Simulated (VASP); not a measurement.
A run of VASP 6.6.1 is set up as follows.

Contents of INCAR:

```
  ALGO = Normal
  EDIFF = 1E-6
  ENCUT = 520
  GGA = PE
  ISIF = 2
  ISMEAR = 0
  LASPH = True
  LCHARG = False
  LREAL = False
  LWAVE = False
  NBANDS = 16
  NELM = 100
  PREC = Accurate
  SIGMA = 0.01
```

KPOINTS

```
k-points
0
Gamma
  9 9 4
```

File POSCAR:

```
AlN
1.0
    3.1611874667      0.0000000000      0.0000000000
   -1.5805937334      2.7376686523      0.0000000000
    0.0000000000      0.0000000000      5.0676050756
Al N
2 2
Direct
    0.3333333333      0.6666666667     -0.0032711565
    0.6666666667      0.3333333333      0.4967288435
    0.3333333333      0.6666666667      0.3782711565
    0.6666666667      0.3333333333      0.8782711565
```

Potentials or basis: VASP PAW PBE potentials, release 64 (Al, N).

Launch:

```sh
$ cat potpaw_PBE.64/Al/POTCAR potpaw_PBE.64/N/POTCAR > POTCAR
$ mpirun -np 1 vasp_std > vasp.out
```

(1) Predict the band gap on the k mesh.

(2) Predict the largest force.

(3) Predict the pressure.

## Answers

(1) 3.79 eV, direct.

(2) 0.011 eV/Å.

(3) -5.6 GPa.
